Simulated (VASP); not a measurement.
# Ta5AlN6 (P4/mmm) in VASP: further runs

Ta5AlN6 is run at these levels: PBE; tasks: relaxation of cell and atoms, single point.

Program: VASP 6.6.1. These are calculated values, not measurements. Logs are shortened: lines on timing, memory, paths and dates and some standing lists are left out, and cuts for length are marked.

### 1 The cell of the first run

The structure is tetragonal, space group P4/mmm (No. 123). Conventional cell: a = 3.086 Å, b = 3.086 Å, c = 13.247 Å, α = 90.00°, β = 90.00°, γ = 90.00°. Within 3.2 Å of Ta (site symmetry 4mm) lie 6 N at 2.20 to 2.26 Å and 8 Ta at 2.97 to 3.09 Å and 4 Al at 3.14 Å. Ta (site symmetry 4mm) has 6 N at 2.19 to 2.35 Å and 12 Ta at 2.97 to 3.20 Å within 3.3 Å. Ta (site symmetry 4/mmm) has 6 N at 2.15 to 2.18 Å within 2.8 Å. Within 2.6 Å of Al (site symmetry 4/mmm) lie 6 N at 1.96 to 2.18 Å. Within 2.8 Å of N (site symmetry 4mm) lie 6 Ta at 2.15 to 2.22 Å. Within 2.6 Å of N (site symmetry 4mm) lie 1 Al at 1.96 Å and 5 Ta at 2.20 to 2.32 Å. N (site symmetry 4/mmm) has 4 Al at 2.18 Å and 2 Ta at 2.26 Å and 12 N at 2.93 to 3.09 Å within 3.1 Å. N (site symmetry 4/mmm) has 6 Ta at 2.18 to 2.35 Å within 2.9 Å.

### 2 Relaxation of cell and atoms, PBE

Contents of INCAR:

```
PREC = Accurate ; ENCUT = 600
EDIFF = 1E-6 ; ISMEAR = 0
SIGMA = 0.1 ; LREAL = F
LASPH = T ; NELM = 100
ALGO = Fast ; ISIF = 3
LWAVE = F ; LCHARG = F
GGA = PE ; IBRION = 2
NSW = 100 ; EDIFFG = -0.01
KPAR = 4
```

Contents of KPOINTS:

```
regular mesh
0
Gamma
  12 12 4
```

Contents of POSCAR:

```
Ta5AlN6
1.0
    3.0859026094      0.0000000000      0.0000000000
    0.0000000000      3.0859026094      0.0000000000
    0.0000000000      0.0000000000     13.2465156761
Ta Al N
5 1 6
Direct
    0.0000000000      0.0000000000      0.6706038422
    0.0000000000      0.0000000000      0.3293961578
    0.5000000000      0.5000000000      0.1770640035
    0.0000000000      0.0000000000      0.0000000000
    0.5000000000      0.5000000000      0.8229359965
    0.5000000000      0.5000000000      0.5000000000
    0.0000000000      0.0000000000      0.8379840600
    0.5000000000      0.5000000000      0.6481313174
    0.0000000000      0.0000000000      0.5000000000
    0.5000000000      0.5000000000      0.3518686826
    0.0000000000      0.0000000000      0.1620159400
    0.5000000000      0.5000000000      0.0000000000
```

Potentials or basis: VASP PAW PBE potentials, release 64 (Ta_pv, Al, N).

Launch:

```sh
cat potpaw_PBE.64/Ta_pv/POTCAR potpaw_PBE.64/Al/POTCAR potpaw_PBE.64/N/POTCAR > POTCAR
mpirun -np 4 vasp_std > vasp.out
```

OUTCAR:

```text
PREC = Accurate
   ENCUT = 600
   EDIFF = 1E-6
   ISMEAR = 0
   LREAL = F
   LASPH = T
   NELM = 100
   ISIF = 3
   GGA = PE
   IBRION = 2
   NSW = 100
   EDIFFG = -0.01

 ion  position               nearest neighbor table
   1  0.000  0.000  0.671-   8 2.20   8 2.20   8 2.20   8 2.20   7 2.22   9 2.26   5 2.97   5 2.97
                             5 2.97   5 2.97   6 3.14   6 3.14   6 3.14   6 3.14
   2  0.000  0.000  0.329-  10 2.20  10 2.20  10 2.20  10 2.20  11 2.22   9 2.26   3 2.97   3 2.97
                             3 2.97   3 2.97   6 3.14   6 3.14   6 3.14   6 3.14
   3  0.500  0.500  0.177-  11 2.19  11 2.19  11 2.19  11 2.19  10 2.32  12 2.35   2 2.97   2 2.97
                             2 2.97   2 2.97   4 3.20   4 3.20   4 3.20   4 3.20
   4  0.000  0.000  0.000-   7 2.15  11 2.15  12 2.18  12 2.18  12 2.18  12 2.18   5 3.20   5 3.20
                             3 3.20   5 3.20   3 3.20   3 3.20   5 3.20   3 3.20
   5  0.500  0.500  0.823-   7 2.19   7 2.19   7 2.19   7 2.19   8 2.32  12 2.35   1 2.97   1 2.97
                             1 2.97   1 2.97   4 3.20   4 3.20   4 3.20   4 3.20
   6  0.500  0.500  0.500-   8 1.96  10 1.96   9 2.18   9 2.18   9 2.18   9 2.18   2 3.14   2 3.14
                             1 3.14   2 3.14   1 3.14   1 3.14   2 3.14   1 3.14
   7  0.000  0.000  0.838-   4 2.15   5 2.19   5 2.19   5 2.19   5 2.19   1 2.22
   8  0.500  0.500  0.648-   6 1.96   1 2.20   1 2.20   1 2.20   1 2.20   5 2.32
   9  0.000  0.000  0.500-   6 2.18   6 2.18   6 2.18   6 2.18   1 2.26   2 2.26
  10  0.500  0.500  0.352-   6 1.96   2 2.20   2 2.20   2 2.20   2 2.20   3 2.32
  11  0.000  0.000  0.162-   4 2.15   3 2.19   3 2.19   3 2.19   3 2.19   2 2.22
  12  0.500  0.500  0.000-   4 2.18   4 2.18   4 2.18   4 2.18   5 2.35   3 2.35

  LATTYP: Found a simple tetragonal cell.
 ALAT       =     3.0859026094
 C/A-ratio  =     4.2925903221

  Lattice vectors:

 A1 = (   3.0859026094,   0.0000000000,   0.0000000000)
 A2 = (   0.0000000000,   3.0859026094,   0.0000000000)
 A3 = (   0.0000000000,   0.0000000000,  13.2465156761)

Analysis of symmetry for initial positions (statically):
=====================================================================
 Subroutine PRICEL returns:
 Original cell was already a primitive cell.

 Routine SETGRP: Setting up the symmetry group for a
 simple tetragonal supercell.

 Subroutine GETGRP returns: Found 16 space group operations
 (whereof 16 operations were pure point group operations)
 out of a pool of 16 trial point group operations.

The static configuration has the point symmetry D_4h.

Analysis of symmetry for dynamics (positions and initial velocities):
=====================================================================
 Subroutine PRICEL returns:
 Original cell was already a primitive cell.

 Routine SETGRP: Setting up the symmetry group for a
 simple tetragonal supercell.

[... 148 lines left out ...]
   LORBIT       =      0    0 simple, 1 ext, 2 COOP (PROOUT), +10 PAW based schemes
   GGA     = PE    functional components
   LHFCALC =     F    Hartree Fock is set to
   AEXX    =    0.0000 exact exchange contribution
   IVDW    =     0    specifies the selected vdW correction
   LEPSILON=     F    determine dielectric tensor
   LRPA    =     F    only Hartree local field effects (RPA)
 conjugate gradient relaxation of ions
 non-spin polarized calculation
 RMM-DIIS sequential band-by-band and
 Gauss-broadening in eV      SIGMA  =   0.10
  energy-cutoff  :      600.00
  volume of cell :      126.14
 maximum number of plane-waves:      4264
 NGX is ok and might be reduce to    28
   NGX = 13   NGY = 13   NGZ = 53

--------------------------------------- Ionic step        1  -------------------------------------------

 number of electron      88.0000004 magnetization

 Free energy of the ion-electron system (eV)
  ---------------------------------------------------
  ext. energy  EPLUGINS =         0.00000000
  ---------------------------------------------------
  free energy    TOTEN  =      -123.45326127 eV

  energy without entropy =     -123.42967465  energy(sigma->0) =     -123.44146796

------------------------ aborting loop because EDIFF is reached ----------------------------------------

  FORCE on cell =-STRESS in cart. coord.  units (eV):
  Direction    XX          YY          ZZ          XY          YZ          ZX
  --------------------------------------------------------------------------------------
  -------------------------------------------------------------------------------------
  Total        0.8853871      0.8853871     -0.7859918      0.0000000      0.0000000      0.0000000
  in kB       11.2454723     11.2454723     -9.9830329      0.0000000      0.0000000      0.0000000
  external PRESSURE =       4.1693039 kB  Pullay stress =       0.0000000 kB
[... 119 lines left out ...]
  FREE ENERGIE OF THE ION-ELECTRON SYSTEM (eV)
  ---------------------------------------------------
  free  energy   TOTEN  =      -123.4577563497 eV

  energy  without entropy=     -123.4339207846  energy(sigma->0) =     -123.44583857

[... ionic steps 4 to 7 ...]

--------------------------------------- Ionic step        8  -------------------------------------------

 number of electron      88.0000003 magnetization

------------------------ aborting loop because EDIFF is reached ----------------------------------------
[... 87 lines left out ...]
--------------------------------------- Ionic step       10  -------------------------------------------

 number of electron      88.0000003 magnetization

 Free energy of the ion-electron system (eV)
  ---------------------------------------------------
  ext. energy  EPLUGINS =         0.00000000
  ---------------------------------------------------
  free energy    TOTEN  =      -123.45892451 eV

  energy without entropy =     -123.43479603  energy(sigma->0) =     -123.44686027

 E-fermi :   9.4406     XC(G=0): -13.1153

 val. band max:        9.4207623370   @ k =   0.5000   0.2500   0.0000
 cond. band min:       9.4423099673   @ k =   0.1667   0.1667   0.0000
 fundamental gap:      0.0215476303
 Fermi energy:         9.4405556270

 k-point     1 :       0.0000    0.0000    0.0000
  band No.  band energies     occupation
      1     -26.9977      2.00000
      2     -26.6702      2.00000
      3     -26.5971      2.00000
      4     -26.5971      2.00000
      5     -26.5946      2.00000
      6     -26.3598      2.00000
[... 1309 lines left out ...]
     51      12.4491      0.00000
     52      12.4899      0.00000

 [... further k-points ...]
[... 5 lines left out ...]
  --------------------------------------------------------------------------------------
  -------------------------------------------------------------------------------------
  Total        0.0435460      0.0435460      0.0054637      0.0000000     -0.0000000      0.0000000
  in kB        0.5522700      0.5522700      0.0692933      0.0000000     -0.0000000      0.0000000
  external PRESSURE =       0.3912778 kB  Pullay stress =       0.0000000 kB
[... 27 lines left out ...]
  FREE ENERGIE OF THE ION-ELECTRON SYSTEM (eV)
  ---------------------------------------------------
  free  energy   TOTEN  =      -123.4589245096 eV

  energy  without entropy=     -123.4347960345  energy(sigma->0) =     -123.44686027

 reached required accuracy - stopping structural energy minimisation
```

CONTCAR:

```text
Ta5AlN6
   1.00000000000000
     3.0903695738264396    0.0000000000000000    0.0000000000000000
     0.0000000000000000    3.0903695738264396   -0.0000000000000000
     0.0000000000000000   -0.0000000000000000   13.2277724049462257
  Ta              Al              N
     5     1     6
Direct
     1.0000000000000000    0.0000000000000000    0.6706217513914194
     0.0000000000000000    1.0000000000000000    0.3293782486085806
     0.5000000000000000    0.5000000000000000    0.1782637206555313
     0.0000000000000000    1.0000000000000000    0.0000000000000000
     0.5000000000000000    0.5000000000000000    0.8217362793444687
     0.5000000000000000    0.5000000000000000    0.5000000000000000
     0.0000000000000000    1.0000000000000000    0.8382267194566571
     0.5000000000000000    0.5000000000000000    0.6482905731190882
     0.0000000000000000    1.0000000000000000    0.5000000000000000
     0.5000000000000000    0.5000000000000000    0.3517094268809117
     1.0000000000000000    0.0000000000000000    0.1617732805433429
     0.5000000000000000    0.5000000000000000    0.0000000000000000

  0.00000000E+00  0.00000000E+00  0.00000000E+00
  0.00000000E+00  0.00000000E+00  0.00000000E+00
  0.00000000E+00  0.00000000E+00  0.00000000E+00
  0.00000000E+00  0.00000000E+00  0.00000000E+00
  0.00000000E+00  0.00000000E+00  0.00000000E+00
  0.00000000E+00  0.00000000E+00  0.00000000E+00
  0.00000000E+00  0.00000000E+00  0.00000000E+00
  0.00000000E+00  0.00000000E+00  0.00000000E+00
  0.00000000E+00  0.00000000E+00  0.00000000E+00
  0.00000000E+00  0.00000000E+00  0.00000000E+00
  0.00000000E+00  0.00000000E+00  0.00000000E+00
  0.00000000E+00  0.00000000E+00  0.00000000E+00
```

Wall time 32 min (4 MPI ranks of Oxide Virtual Turin-like, shared host); peak memory 0.67 GiB.

Results:

| Item | Value |
| --- | --- |
| Free energy | -123.4589 eV |
| Relaxed volume | 10.53 Å³/atom |
| Relaxed cell | a = 3.090 Å, b = 3.090 Å, c = 13.228 Å, α = 90.00°, β = 90.00°, γ = 90.00° |
| Space group after relaxing (to 0.1 Å) | P4/mmm (No. 123) |
| Energy gained by relaxing | 0.5 meV/atom |
| Ionic steps | 10 |
| Pressure after relaxing | 0.0 GPa |
| Largest force after relaxing | 0.006 eV/Å |
| Band gap on the k mesh | zero (bands 44 and 45 overlap by 2.71 eV) |

Forces in eV/Å, atoms in the order of the input:
```
Ta   0.000  0.000 -0.006
Ta   0.000  0.000  0.006
Ta   0.000  0.000  0.003
Ta   0.000  0.000  0.000
Ta   0.000  0.000 -0.003
Al   0.000  0.000  0.000
N    0.000  0.000 -0.002
N    0.000  0.000 -0.003
N    0.000  0.000  0.000
N    0.000  0.000  0.003
N    0.000  0.000  0.002
N    0.000  0.000  0.000
```

The path:
```
step  energy change (eV)  largest force (eV/Å)  pressure (GPa)  volume (Å³)
   1              0.0000                0.2136            0.42       126.14
   2             -0.0028                0.1117           -0.77       126.64
   3             -0.0045                0.0785           -0.34       126.45
   4             -0.0050                0.0270            0.48       126.14
   5             -0.0051                0.0379            0.24       126.24
   6             -0.0055                0.0331           -0.01       126.35
   7             -0.0055                0.0307            0.00       126.34
   8             -0.0056                0.0154           -0.02       126.35
   9             -0.0056                0.0167           -0.03       126.36
  10             -0.0057                0.0064            0.04       126.33
```

Final structure:
```
CELL_PARAMETERS angstrom
3.09037 0.00000 0.00000
0.00000 3.09037 0.00000
0.00000 0.00000 13.22777
ATOMIC_POSITIONS crystal
Ta 0.00000 0.00000 0.67062
Ta 0.00000 0.00000 0.32938
Ta 0.50000 0.50000 0.17826
Ta 0.00000 0.00000 0.00000
Ta 0.50000 0.50000 0.82174
Al 0.50000 0.50000 0.50000
N 0.00000 0.00000 0.83823
N 0.50000 0.50000 0.64829
N 0.00000 0.00000 0.50000
N 0.50000 0.50000 0.35171
N 0.00000 0.00000 0.16177
N 0.50000 0.50000 0.00000
```

Levels at points of the mesh, in eV from the Fermi level:
```csv
k point,band 41,band 42,band 43,band 44,band 45,band 46,band 47,band 48
"(0.00, 0.00, 0.00)",-2.96,-2.96,-2.70,-2.34,-1.44,-1.44,-0.30,-0.30
"(0.50, 0.00, 0.00)",0.24,0.32,0.60,0.79,0.93,1.34,1.80,1.86
"(0.50, 0.50, 0.00)",-3.89,-2.84,-2.84,-0.32,-0.32,1.81,2.64,3.18
"(0.00, 0.00, 0.50)",-3.05,-3.05,-2.75,-2.30,-1.04,-1.04,-0.74,-0.74
"(0.50, 0.00, 0.50)",0.34,0.49,0.50,0.82,0.91,1.21,1.36,1.90
"(0.50, 0.50, 0.50)",-3.58,-3.44,-3.44,-0.09,-0.09,2.55,2.55,2.55
```

Caveat: spin-orbit coupling is left out, which moves the levels of the heavy elements.

### 3 Single point, PBE

Contents of INCAR:

```
SYSTEM = Ta5AlN6
ALGO     = Fast           ! electronic algorithm
EDIFF    = 1E-7           ! SCF threshold, eV
ENCUT    = 520            ! plane-wave cutoff, eV
GGA      = PE             ! functional
ISIF     = 2              ! what is computed and relaxed
ISMEAR   = 0              ! smearing method
LASPH    = .True.         ! aspherical terms in the spheres
LCHARG   = .True.         ! write CHGCAR
LELF     = .True.         ! ELF
LREAL    = .False.        ! projectors in reciprocal space
LVHAR    = .True.       
LWAVE    = .False.        ! write WAVECAR
NBANDS   = 56             ! bands
NELM     = 100            ! most SCF steps
PREC     = Accurate       ! precision mode
SIGMA    = 0.1            ! smearing width, eV
```

Contents of KPOINTS:

```
k-points
0
Gamma
  12 12 4
  0 0 0
```

Contents of POSCAR:

```
Ta5AlN6
1.0
    3.0887755199      0.0000000000      0.0000000000
    0.0000000000      3.0887755199      0.0000000000
    0.0000000000      0.0000000000     13.2198715327
Ta Al N
5 1 6
Direct
    0.0000000000      0.0000000000      0.6705671405
    0.0000000000      0.0000000000      0.3294328595
    0.5000000000      0.5000000000      0.1781816695
    0.0000000000      0.0000000000      0.0000000000
    0.5000000000      0.5000000000      0.8218183305
    0.5000000000      0.5000000000      0.5000000000
    0.0000000000      0.0000000000      0.8381192992
    0.5000000000      0.5000000000      0.6484439037
    0.0000000000      0.0000000000      0.5000000000
    0.5000000000      0.5000000000      0.3515560963
    0.0000000000      0.0000000000      0.1618807008
    0.5000000000      0.5000000000      0.0000000000
```

Potentials or basis: VASP PAW PBE potentials, release 64 (Ta_pv, Al, N).

Launch:

```sh
cat potpaw_PBE.64/Ta_pv/POTCAR potpaw_PBE.64/Al/POTCAR potpaw_PBE.64/N/POTCAR > POTCAR
mpirun -np 1 vasp_std > vasp.out
```

It took 18 min on 1 thread of Oxide Virtual Turin-like, shared host; peak memory 0.51 GiB.

The run converged. Its results:

```
Free energy            : -123.4457 eV
Pressure               : 0.6 GPa
Largest force          : 0.036 eV/Å
Band gap on the k mesh : zero (bands 44 and 45 overlap by 2.72 eV)
```

Forces on the atoms (eV/Å):
```
Ta   0.000  0.000  0.008
Ta   0.000  0.000 -0.008
Ta   0.000  0.000  0.008
Ta   0.000  0.000  0.000
Ta   0.000  0.000 -0.008
Al   0.000  0.000  0.000
N    0.000  0.000  0.013
N    0.000  0.000 -0.036
N    0.000  0.000  0.000
N    0.000  0.000  0.036
N    0.000  0.000 -0.013
N    0.000  0.000  0.000
```

Stress tensor (GPa, compression positive):
```
0.69 0.00 0.00
0.00 0.69 0.00
0.00 0.00 0.57
```

Levels at points of the mesh, in eV from the Fermi level:
```
           k point  band 41  band 42  band 43  band 44  band 45  band 46  band 47  band 48
(0.00, 0.00, 0.00)    -2.98    -2.98    -2.71    -2.35    -1.44    -1.44    -0.30    -0.30
(0.50, 0.00, 0.00)     0.25     0.33     0.60     0.80     0.93     1.34     1.80     1.87
(0.50, 0.50, 0.00)    -3.90    -2.84    -2.84    -0.33    -0.33     1.81     2.64     3.17
(0.00, 0.00, 0.50)    -3.07    -3.07    -2.77    -2.30    -1.04    -1.04    -0.74    -0.74
(0.50, 0.00, 0.50)     0.35     0.50     0.51     0.83     0.92     1.21     1.37     1.90
(0.50, 0.50, 0.50)    -3.59    -3.44    -3.44    -0.09    -0.09     2.53     2.53     2.55
```

Caveat: spin-orbit coupling is left out, which moves the levels of the heavy elements.

The gap in the log of VASP goes by the Fermi energy; the results here count the filled bands.